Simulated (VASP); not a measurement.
Here is a VASP 6.6.1 calculation.

INCAR

```
SYSTEM = Na
PREC = Accurate
ENCUT = 520
EDIFF = 1E-6
ISMEAR = -1
SIGMA = 0.1
LREAL = .FALSE.
LASPH = .TRUE.
NELM = 100
ALGO = Normal
ISIF = 2
LWAVE = .FALSE.
LCHARG = .FALSE.
GGA = PE
NBANDS = 10
```

The input KPOINTS:

```
regular mesh
0
G
  14 14 13
  0 0 0
```

The input POSCAR:

```
Na
1.0
    3.2050993607      0.0000000000      0.0000000000
   -1.6025496804      2.7756974680      0.0000000000
    0.0000000000      0.0000000000      2.9752584622
Na
1
Direct
    0.0000000000      0.0000000000      0.0000000000
```

Potentials or basis: VASP PAW PBE potentials, release 64 (Na_pv).

The run is started by

```console
$ cat potpaw_PBE.64/Na_pv/POTCAR > POTCAR
$ mpirun -np 1 vasp_std > vasp.out
```

**Question.** Predict the band gap on the k mesh.

**Answer.** Zero (an odd number of electrons rules out a gap without spin polarisation).

**Question.** What does it give for the pressure?

**Answer.** 5.0 GPa.

Caveat: the cell stands under pressure.
